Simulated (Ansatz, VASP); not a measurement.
Two plane-wave programs on Sn2As3

Contents of INCAR:

```
SYSTEM = Sn2As3
ALGO     = Normal         ! electronic algorithm
EDIFF    = 1E-6           ! SCF threshold, eV
ENCUT    = 520            ! plane-wave cutoff, eV
GGA      = PE             ! functional
ISIF     = 2              ! what is computed and relaxed
ISMEAR   = 0              ! smearing method
LASPH    = .True.         ! aspherical terms in the spheres
LCHARG   = .False.        ! write CHGCAR
LREAL    = .False.        ! projectors in reciprocal space
LWAVE    = .False.        ! write WAVECAR
NBANDS   = 30             ! bands
NELM     = 60             ! most SCF steps
PREC     = Accurate       ! precision mode
SIGMA    = 0.1            ! smearing width, eV
```

File KPOINTS:

```
k-points
0
Gamma
  6 6 4
  0 0 0
```

Contents of POSCAR:

```
Sn2As3
1.0
    4.3552722162      0.0000000000      0.0000000000
   -2.1776361081      3.7717763797      0.0000000000
    0.0000000000      0.0000000000      6.7760961131
Sn As
2 3
Direct
    0.3333333333      0.6666666667      0.2450000000
    0.6666666667      0.3333333333      0.7550000000
    0.0000000000      0.0000000000      0.0000000000
    0.3333333333      0.6666666667      0.6450000000
    0.6666666667      0.3333333333      0.3550000000
```

Input for Ansatz:

```yaml
crystal:
  lattice:
    - [4.3552722162, 0.0, 0.0]
    - [-2.1776361081, 3.7717763797, 0.0]
    - [0.0, 0.0, 6.7760961131]
  atoms:
    - { symbol: Sn, position: [0.3333333333, 0.6666666667, 0.245] }
    - { symbol: Sn, position: [0.6666666667, 0.3333333333, 0.755] }
    - { symbol: As, position: [0.0, 0.0, 0.0] }
    - { symbol: As, position: [0.3333333333, 0.6666666667, 0.645] }
    - { symbol: As, position: [0.6666666667, 0.3333333333, 0.355] }
basis:
  ecutwfc: 420
kpoints:
  mp_grid: { grid: [6, 6, 4] }
hamiltonian:
  xc: pbe
scf:
  occupations: { method: gaussian, width: 0.1 }
  lower_state_search: "off"
output:
  forces: true
  stress: true
  eigenvalues: true
```

Alike in both runs: task single point; functional PBE; k mesh 6 × 6 × 4; occupations gaussian, width 0.1 eV; no spin polarisation.

|  | VASP | Ansatz |
| --- | --- | --- |
| version | VASP 6.6.1 | Ansatz 0.2.0 |
| potentials or method | VASP PAW PBE potentials, release 64 (Sn_d, As), cutoff 520 eV | scalar-relativistic, plane waves, PAW |
| valence electrons in the cell | 43 | 73 |

|  | VASP | Ansatz | Ansatz less VASP |
| --- | --- | --- | --- |
| gap on the k mesh at the Fermi level (eV) | none | none | - |
| pressure (GPa) | 13.0 | 12.9 | -0.13 |
| traceless stress, the component that is largest in VASP (GPa) | -1.09 | -1.07 | +0.015 |
| rms of the force components (eV/Å) | 0.671 | 0.666 | -0.0049 |

Atom by atom the forces differ by 0.005 eV/Å (rms over components). A gap of «none» marks a metal or a gap that the smearing closes. The functional is the same, so the differences come from potentials, cutoffs and numerics. VASP's potentials hold 43 valence electrons a cell and Ansatz's 73, so a difference there can come from the potentials and not from the codes.
